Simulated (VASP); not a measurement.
# Al (Im-3m) in VASP: a series of runs

The runs below take Al through single point, with PBEsol.

Everything below comes from runs of VASP 6.6.1. Logs are shortened: lines on timing, memory, paths and dates and some standing lists are left out, and cuts for length are marked.

**1. The cell of the first run**

Symmetry: Im-3m, No. 229, cubic system. The conventional cell has a = 3.182 Å, b = 3.182 Å, c = 3.182 Å, α = 90.00°, β = 90.00°, γ = 90.00°. Within 3.6 Å of Al (site symmetry m-3m) lie 14 Al at 2.76 to 3.18 Å.

**2. Single point, PBEsol**

INCAR reads:

```
SYSTEM = Al
ALGO     = Normal         ! electronic algorithm
EDIFF    = 1E-6           ! SCF threshold, eV
ENCUT    = 500            ! plane-wave cutoff, eV
GGA      = PS             ! functional
GGA_COMPAT= .False.      
ISIF     = 2              ! what is computed and relaxed
ISMEAR   = 1              ! smearing method
LASPH    = .True.         ! aspherical terms in the spheres
LCHARG   = .False.        ! write CHGCAR
LREAL    = .False.        ! projectors in reciprocal space
LWAVE    = .False.        ! write WAVECAR
NBANDS   = 8              ! bands
NELM     = 120            ! most SCF steps
PREC     = Accurate       ! precision mode
SIGMA    = 0.3            ! smearing width, eV
```

KPOINTS reads:

```
k-points
0
Gamma
  12 12 12
  0 0 0
```

POSCAR reads:

```
Al
1.0
   -1.5912186900      1.5912186900      1.5912186900
    1.5912186900     -1.5912186900      1.5912186900
    1.5912186900      1.5912186900     -1.5912186900
Al
1
Direct
    0.0000000000      0.0000000000      0.0000000000
```

Potentials or basis: VASP PAW PBE potentials, release 64 (Al).

Launch:

```sh
$ cat potpaw_PBE.64/Al/POTCAR > POTCAR
$ mpirun -np 1 vasp_std > vasp.out
```

OUTCAR:

```text
SYSTEM = Al
   EDIFF = 1E-6
   ENCUT = 500
   GGA = PS
   ISIF = 2
   ISMEAR = 1
   LASPH = .True.
   LREAL = .False.
   NELM = 120
   PREC = Accurate

 ion  position               nearest neighbor table
   1  0.000  0.000  0.000-

  LATTYP: Found a body centered cubic cell.
 ALAT       =     3.1824373800

  Lattice vectors:

 A1 = (  -1.5912186900,   1.5912186900,   1.5912186900)
 A2 = (   1.5912186900,  -1.5912186900,   1.5912186900)
 A3 = (   1.5912186900,   1.5912186900,  -1.5912186900)

Analysis of symmetry for initial positions (statically):
=====================================================================
 Subroutine PRICEL returns:
 Original cell was already a primitive cell.

 Routine SETGRP: Setting up the symmetry group for a
 body centered cubic supercell.

 Subroutine GETGRP returns: Found 48 space group operations
 (whereof 48 operations were pure point group operations)
 out of a pool of 48 trial point group operations.

The static configuration has the point symmetry O_h .

Analysis of symmetry for dynamics (positions and initial velocities):
=====================================================================
 Subroutine PRICEL returns:
 Original cell was already a primitive cell.

 Routine SETGRP: Setting up the symmetry group for a
 body centered cubic supercell.

 Subroutine GETGRP returns: Found 48 space group operations
 (whereof 48 operations were pure point group operations)
 out of a pool of 48 trial point group operations.

The dynamic configuration has the point symmetry O_h .

 Subroutine INISYM returns: Found 48 space group operations
 (whereof 48 operations are pure point group operations),
 and found     1 'primitive' translations

----------------------------------------------------------------------------------------

                                     Primitive cell

  volume of cell :      16.1157

  direct lattice vectors                    reciprocal lattice vectors
    -1.591218690  1.591218690  1.591218690     0.000000000  0.314224565  0.314224565
     1.591218690 -1.591218690  1.591218690     0.314224565  0.000000000  0.314224565
     1.591218690  1.591218690 -1.591218690     0.314224565  0.314224565  0.000000000

  length of vectors
     2.756071617  2.756071617  2.756071617     0.444380641  0.444380641  0.444380641

  position of ions in fractional coordinates (direct lattice)
     0.000000000  0.000000000  0.000000000

  ion indices of the primitive-cell ions
   primitive index   ion index
                 1           1

----------------------------------------------------------------------------------------

 KPOINTS: k-points

Automatic generation of k-mesh.
 Grid dimensions read from file:
 generate k-points for:   12   12   12

 Generating k-lattice:

  Cartesian coordinates                     Fractional coordinates (reciprocal lattice)
     0.000000000  0.026185380  0.026185380     0.083333333  0.000000000  0.000000000
     0.026185380  0.000000000  0.026185380     0.000000000  0.083333333  0.000000000
     0.026185380  0.026185380  0.000000000     0.000000000  0.000000000  0.083333333

  Length of vectors
     0.037031720  0.037031720  0.037031720

  Shift w.r.t. Gamma in fractional coordinates (k-lattice)
     0.000000000  0.000000000  0.000000000

 Subroutine IBZKPT returns following result:
 ===========================================

 Found     72 irreducible k-points:

 Following reciprocal coordinates:
            Coordinates               Weight
  0.000000  0.000000  0.000000      1.000000
  0.083333  0.000000  0.000000     12.000000
  0.166667  0.000000  0.000000     12.000000
  0.250000  0.000000  0.000000     12.000000
  0.333333  0.000000  0.000000     12.000000
  0.416667  0.000000  0.000000     12.000000
[... 16 lines left out ...]
  0.333333  0.083333  0.083333     24.000000
  0.416667  0.083333  0.083333     12.000000
 [... further k-points ...]
   k-points           NKPTS =     72   k-points in BZ     NKDIM =     72   number of bands    NBANDS=      8
   number of dos      NEDOS =    301   number of ions     NIONS =      1
   total plane-waves  NPLWV =   8000
   dimension x,y,z NGX =    20 NGY =   20 NGZ =   20
   dimension x,y,z NGXF=    40 NGYF=   40 NGZF=   40
   ions per type =               1
   NGX,Y,Z   is equivalent  to a cutoff of  12.06, 12.06, 12.06 a.u.
   NGXF,Y,Z  is equivalent  to a cutoff of  24.13, 24.13, 24.13 a.u.
 SYSTEM =  Al
   PREC   = accura    normal or accurate (medium, high low for compatibility)
   ISTART =      0    job   : 0-new  1-cont  2-samecut
   ICHARG =      2    charge: 1-file 2-atom 10-const
   ISPIN  =      1    spin polarized calculation?
   LNONCOLLINEAR =      F non collinear calculations
   LSORBIT =      F    spin-orbit coupling
   LASPH  =      T    aspherical Exc in radial PAW
   ENCUT  =  500.0 eV  36.75 Ry    6.06 a.u.   5.02  5.02  5.02*2*pi/ulx,y,z
   NELM   =    120;   NELMIN=  2; NELMDL= -5     # of ELM steps
   EDIFF  = 0.1E-05   stopping-criterion for ELM
   LREAL  =      F    real-space projection
   EDIFFG = 0.1E-04   stopping-criterion for IOM
   NSW    =      0    number of steps for IOM
   IBRION =     -1    ionic relax: 0-MD 1-quasi-New 2-CG
   NFREE  =      0    steps in history (QN), initial steepest desc. (CG)
   ISIF   =      2    stress and relaxation
   ISYM   =      2    0-nonsym 1-usesym 2-fastsym
   POTIM  = 0.5000    time-step for ionic-motion
   TEBEG  =    0.0;   TEEND  =   0.0 temperature during run
   PSTRESS=    0.0 pullay stress
   NELECT =       3.0000    total number of electrons
   NUPDOWN=      -1.0000    fix difference up-down
   EMIN   =  10.00;   EMAX   =-10.00  energy-range for DOS
   EFERMI =   0.00;   METHOD = LEGACY
   ISMEAR =     1;   SIGMA  =   0.30  broadening in eV -4-tet -1-fermi 0-gaus
   EFERMI_NEDOS =   21; number of points for ismear=-14 and -15
   IALGO  =     38    algorithm
   IMIX   =      4    mixing-type and parameters
     AMIX     =   0.40;   BMIX     =  1.00
     AMIX_MAG =   1.60;   BMIX_MAG =  1.00
  volume/ion in A,a.u.               =      16.12       108.75
  Fermi-wavevector in a.u.,A,eV,Ry     =   0.934757  1.766435 11.888371  0.873771
  Thomas-Fermi vector in A             =   2.061595
   LORBIT       =      0    0 simple, 1 ext, 2 COOP (PROOUT), +10 PAW based schemes
   GGA     = PS    functional components
   LHFCALC =     F    Hartree Fock is set to
   AEXX    =    0.0000 exact exchange contribution
   IVDW    =     0    specifies the selected vdW correction
   LEPSILON=     F    determine dielectric tensor
   LRPA    =     F    only Hartree local field effects (RPA)
 non-spin polarized calculation
 Methfessel and Paxton  Order N= 1 SIGMA  =   0.30
  energy-cutoff  :      500.00
  volume of cell :       16.12
 maximum number of plane-waves:       420
   NGX =  9   NGY =  9   NGZ =  9

 number of electron       3.0000000 magnetization

 Free energy of the ion-electron system (eV)
  ---------------------------------------------------
  ext. energy  EPLUGINS =         0.00000000
  ---------------------------------------------------
  free energy    TOTEN  =        -3.98550406 eV

  energy without entropy =       -3.98395949  energy(sigma->0) =       -3.98498920

 E-fermi :   8.1923     XC(G=0): -10.3470

 val. band max:        8.1387024795   @ k =  -0.4167  -0.4167   0.2500
 cond. band min:       8.1974433286   @ k =   0.3333   0.2500   0.0833
 fundamental gap:      0.0587408491
 Fermi energy:         8.1923052818

 k-point     1 :       0.0000    0.0000    0.0000
  band No.  band energies     occupation
      1      -3.0915      2.00000
      2      21.5847      0.00000
      3      21.5847      0.00000
      4      21.5847      0.00000
      5      23.2263      0.00000
      6      23.2263      0.00000
      7      23.2263      0.00000
      8      24.6688      0.00000

 k-point     2 :       0.0833    0.0000    0.0000
  band No.  band energies     occupation
      1      -2.8886      2.00000
      2      19.4236      0.00000
      3      20.4407      0.00000
      4      20.8199      0.00000
      5      22.3946      0.00000
      6      23.4009      0.00000
      7      23.9890      0.00000
      8      24.7070      0.00000

 k-point     3 :       0.1667    0.0000    0.0000
  band No.  band energies     occupation
      1      -2.2816      2.00000
      2      15.9663      0.00000
      3      19.0568      0.00000
      4      19.4521      0.00000
      5      21.0478      0.00000
      6      22.2382      0.00000
      7      24.9706      0.00000
      8      25.2620      0.00000

 k-point     4 :       0.2500    0.0000    0.0000
  band No.  band energies     occupation
      1      -1.2760      2.00000
      2      12.5553     -0.00000
      3      17.9540      0.00000
      4      18.2089      0.00000
      5      19.8826      0.00000
      6      21.2564      0.00000
      7      26.0332      0.00000
      8      26.1543      0.00000

 k-point     5 :       0.3333    0.0000    0.0000
  band No.  band energies     occupation
      1       0.1197      2.00000
      2       9.4037     -0.00000
      3      17.1648      0.00000
      4      17.2751      0.00000
      5      19.0253      0.00000
      6      20.4796      0.00000
      7      27.0884      0.00000
      8      27.6210      0.00000
[... 177 lines left out ...]
 k-point    22 :       0.2500    0.0833    0.0833
  band No.  band energies     occupation
      1       0.5158      2.00000
      2       9.7635     -0.00000
      3      13.9267     -0.00000
      4      14.6121      0.00000
      5      22.9794      0.00000
      6      23.4610      0.00000
      7      27.3351      0.00000
      8      27.7710      0.00000

 k-point    23 :       0.3333    0.0833    0.0833
  band No.  band energies     occupation
      1       2.2817      2.00000
      2       6.9464      2.00000
      3      13.3633     -0.00000
      4      14.0906     -0.00000
      5      22.4994      0.00000
      6      23.0513      0.00000
      7      28.5890      0.00000
      8      29.5336      0.00000

 k-point    24 :       0.4167    0.0833    0.0833
  band No.  band energies     occupation
      1       4.1672      2.00000
      2       4.7091      2.00000
      3      13.1750     -0.00000
      4      13.9159     -0.00000
      5      22.3339      0.00000
      6      22.9085      0.00000
      7      29.3631      0.00000
      8      30.7200      0.00000

 [... further k-points ...]

------------------------ aborting loop because EDIFF is reached ----------------------------------------

  FORCE on cell =-STRESS in cart. coord.  units (eV):
  Direction    XX          YY          ZZ          XY          YZ          ZX
  --------------------------------------------------------------------------------------
  -------------------------------------------------------------------------------------
  Total        0.2262205      0.2262205      0.2262205     -0.0000000      0.0000000     -0.0000000
  in kB       22.4901819     22.4901819     22.4901819     -0.0000000      0.0000000     -0.0000000
  external PRESSURE =      22.4901819 kB  Pullay stress =       0.0000000 kB

 VOLUME and BASIS-vectors are now :
 -----------------------------------------------------------------------------
  energy-cutoff  :      500.00
  volume of cell :       16.12
      direct lattice vectors                 reciprocal lattice vectors
    -1.591218690  1.591218690  1.591218690     0.000000000  0.314224565  0.314224565
     1.591218690 -1.591218690  1.591218690     0.314224565  0.000000000  0.314224565
     1.591218690  1.591218690 -1.591218690     0.314224565  0.314224565  0.000000000

 POSITION                                       TOTAL-FORCE (eV/Angst)
 -----------------------------------------------------------------------------------
      0.00000      0.00000      0.00000        -0.000000      0.000000     -0.000000
 -----------------------------------------------------------------------------------
    total drift:                                0.000000      0.000000     -0.000000

  FREE ENERGIE OF THE ION-ELECTRON SYSTEM (eV)
  ---------------------------------------------------
  free  energy   TOTEN  =        -3.9855040591 eV

  energy  without entropy=       -3.9839594937  energy(sigma->0) =       -3.98498920
```

It took 10 s on 1 thread of Intel Xeon 8259CL, shared host; peak memory 0.12 GiB.

What came out:

```
Free energy : -3.9855 eV
Pressure    : 2.2 GPa
```

Caveat: the PAW data sets were made with another functional, which shifts forces and pressure a little.

**3. Single point, PBEsol**

INCAR reads:

```
SYSTEM = Al
PREC = Accurate
ENCUT = 500
EDIFF = 1E-6
ISMEAR = 1
SIGMA = 0.2
LREAL = .FALSE.
LASPH = .TRUE.
NELM = 120
ALGO = Normal
ISIF = 2
LWAVE = .FALSE.
LCHARG = .FALSE.
GGA = PS
NBANDS = 8
GGA_COMPAT = .FALSE.
```

KPOINTS reads:

```
Automatic mesh
0
G
  12 12 12
  0 0 0
```

POSCAR is that of step 2.

Potentials or basis: VASP PAW PBE potentials, release 64 (Al).

Launch:

```sh
$ cat potpaw_PBE.64/Al/POTCAR > POTCAR
$ mpirun -np 1 vasp_std > vasp.out
```

Wall time 11 s (1 thread of Intel Xeon 8259CL, shared host); peak memory 0.12 GiB.

It converged, with:

| Quantity | Value |
| --- | --- |
| Free energy | -3.9850 eV |
| Pressure | 2.3 GPa |

Levels at points of the mesh, in eV from the Fermi level:
```tsv
k point	band 1	band 2	band 3	band 4	band 5
(0.00, 0.00, 0.00)	-11.27	13.40	13.40	13.40	15.04
(0.50, 0.00, 0.00)	-4.39	-3.87	8.33	8.35	10.15
(0.50, 0.50, 0.50)	1.92	1.92	1.92	2.96	2.96
```

Caveat: the PAW data sets were made with another functional, which shifts forces and pressure a little.

**4. Single point, PBEsol**

INCAR reads:

```
PREC = Accurate
ENCUT = 500
EDIFF = 1E-6
ISMEAR = 1
SIGMA = 0.1
LREAL = False
LASPH = True
NELM = 120
ALGO = Normal
ISIF = 2
LWAVE = False
LCHARG = False
GGA = PS
NBANDS = 8
GGA_COMPAT = False
```

KPOINTS reads:

```
regular mesh
0
Gamma
  12 12 12
```

POSCAR is that of step 3.

Launch:

```sh
$ cat potpaw_PBE.64/Al/POTCAR > POTCAR
$ mpirun -np 1 vasp_std > vasp.out
```

Wall time 11 s (1 thread of Intel Xeon 8259CL, shared host); peak memory 0.12 GiB.

It converged, with:

```yaml
Free_energy: -3.9849 eV
Pressure: 2.3 GPa
```

Levels at points of the mesh, in eV from the Fermi level:
```
           k point  band 1  band 2  band 3  band 4
(0.00, 0.00, 0.00)  -11.26   13.41   13.41   13.41
(0.50, 0.00, 0.00)   -4.38   -3.86    8.34    8.36
(0.50, 0.50, 0.50)    1.93    1.93    1.93    2.97
```

Caveat: the PAW data sets were made with another functional, which shifts forces and pressure a little.

**5. Single point, PBEsol**

INCAR reads:

```
  ALGO = Normal
  EDIFF = 1E-6
  ENCUT = 500
  GGA = PS
  GGA_COMPAT = False
  ISIF = 2
  ISMEAR = 1
  LASPH = True
  LCHARG = False
  LREAL = False
  LWAVE = False
  NBANDS = 8
  NELM = 120
  PREC = Accurate
  SIGMA = 0.05
```

KPOINTS reads:

```
k-points
0
Gamma
  12 12 12
```

POSCAR is that of step 4.

Launch:

```sh
$ cat potpaw_PBE.64/Al/POTCAR > POTCAR
$ mpirun -np 1 vasp_std > vasp.out
```

Run time: 10 s. Hardware: 1 thread of Intel Xeon 8259CL, shared host; peak memory 0.12 GiB.

It converged, with:

```yaml
Free_energy: -3.9850 eV
Pressure: 2.4 GPa
```

Levels at points of the mesh, in eV from the Fermi level:
| k point | band 1 | band 2 | band 3 | band 4 | band 5 |
| --- | --- | --- | --- | --- | --- |
| (0.00, 0.00, 0.00) | -11.28 | 13.40 | 13.40 | 13.40 | 15.04 |
| (0.50, 0.00, 0.00) | -4.39 | -3.87 | 8.33 | 8.35 | 10.15 |
| (0.50, 0.50, 0.50) | 1.92 | 1.92 | 1.92 | 2.95 | 2.95 |

Caveat: the PAW data sets were made with another functional, which shifts forces and pressure a little.

**6. The runs side by side**

| smearing | gap on the mesh (eV) | pressure (GPa) |
| --- | --- | --- |
| methfessel-paxton 0.3 eV | none | 2.2 |
| methfessel-paxton 0.2 eV | none | 2.3 |
| methfessel-paxton 0.1 eV | none | 2.3 |
| methfessel-paxton 0.05 eV | none | 2.4 |

Alike in all rows: task single point; level PBEsol; potentials or basis VASP PAW PBE potentials, release 64 (Al); no spin polarisation; cell as given; k mesh 12 × 12 × 12; cutoff (eV) 500.

Every run on the cell as given and a fine mesh finds a metal.

Caveats: the PAW data sets were made with another functional, which shifts forces and pressure a little.

Total energies depend on the potentials used, so only differences within one code and one set of settings carry meaning.
